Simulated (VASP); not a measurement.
Runs of VASP 6.6.1 on B2F. The structure is that of space group P6/mmm (No. 191), or close to it. The cells are those of the table. The cell was generated, and may not be a known phase.

```tsv
task	spin	cell	k mesh	cutoff (eV)	gap on the mesh (eV)	pressure (GPa)	relaxed volume (Å³/atom)
relaxation of cell and atoms	off	relaxed from a = 2.955, b = 2.955, c = 3.821 Å, angles 90.0, 90.0, 120.0°, 3 atoms	18 × 18 × 12	600	none	-0.1	9.65
relaxation of cell and atoms	off	relaxed from a = 3.042, b = 3.042, c = 3.548 Å, angles 90.0, 90.0, 120.0°, 3 atoms	6 × 6 × 6	600	none	0.4	9.59
single point	off	a = 2.959, b = 2.959, c = 3.822 Å, angles 90.0, 90.0, 120.0°, 3 atoms	18 × 18 × 12	520	none	-0.1	-
single point	off	a = 2.955, b = 2.955, c = 3.821 Å, angles 90.0, 90.0, 120.0°, 3 atoms	6 × 6 × 6	520	none	-0.1	-
single point	collinear	a = 3.042, b = 3.042, c = 3.548 Å, angles 90.0, 90.0, 120.0°, 3 atoms	6 × 6 × 6	520	none	(a)	-
```

Alike in all rows: level PBE; potentials or basis VASP PAW PBE potentials, release 64 (B, F); smearing gaussian 0.1 eV.

Task: Estimate the missing entries.

Result: (a) -2.1.

Caveats: some runs use coarse meshes; an odd number of electrons without spin polarisation forces a metal (at least some runs); a magnetic or distorted state may lie lower (at least some runs).

A gap of «none» marks levels without a gap at the run's occupations.
